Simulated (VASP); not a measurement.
Here is a VASP 6.6.1 calculation.

The input INCAR:

```
SYSTEM = ZnCu
ALGO = Fast ; EDIFF = 1E-6
EDIFFG = -0.005 ; ENCUT = 600
GGA = PS ; IBRION = 2
ISIF = 3 ; ISMEAR = 0
LASPH = .True. ; LCHARG = .False.
LREAL = .False. ; LWAVE = .False.
NELM = 100 ; NSW = 70
PREC = Accurate ; SIGMA = 0.1
```

KPOINTS

```
k-points
0
Gamma
  14 14 14
  0 0 0
```

The input POSCAR:

```
ZnCu
1.0
    2.9631826013      0.0000000000      0.0000000000
    0.0000000000      2.9631826013      0.0000000000
    0.0000000000      0.0000000000      2.9631826013
Zn Cu
1 1
Direct
    0.5000000000      0.5000000000      0.5000000000
    0.0000000000      0.0000000000      0.0000000000
```

Potentials or basis: VASP PAW PBE potentials, release 64 (Zn, Cu).

The run is started by

```console
$ cat potpaw_PBE.64/Zn/POTCAR potpaw_PBE.64/Cu/POTCAR > POTCAR
$ mpirun -np 1 vasp_std > vasp.out
```

(1) Predict the space group after relaxing (to 0.1 Å).

(2) Estimate the band gap on the k mesh.

Answers

(1) Pm-3m (No. 221).

(2) zero (an odd number of electrons rules out a gap without spin polarisation).
